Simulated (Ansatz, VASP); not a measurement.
Br: VASP beside Ansatz

```xyz
1
Lattice="2.5898 0.0000 0.0000 0.0000 2.5898 0.0000 0.0000 0.0000 2.5898" Properties=species:S:1:pos:R:3 pbc="T T T"
Br    0.0000    0.0000    0.0000
```

Change from the starting cell: volume scaled by 0.58, PAW files.

Alike in both runs: task single point; functional PBE; k mesh 12 × 12 × 12; occupations fermi-dirac, width 0.1 eV; no spin polarisation.

|  | VASP | Ansatz |
| --- | --- | --- |
| version | VASP 6.6.1 | Ansatz 0.2.0 |
| potentials or method | VASP PAW PBE potentials, release 64 (Br) | PAW with Ansatz's default frozen-core files, scalar-relativistic |
| plane-wave cutoff (eV) | 500 | 420 |
| valence electrons in the cell | 7 | 7 |

|  | VASP | Ansatz | Ansatz less VASP |
| --- | --- | --- | --- |
| pressure (GPa) | 63.5 | 63.5 | -0.06 |

Both programs put the cell under a high pressure, so it lies far from rest at this level. With one functional, cell and mesh, what is left measures potentials, basis and numerics.

Noted on VASP's run: the cell as given lies far from equilibrium.
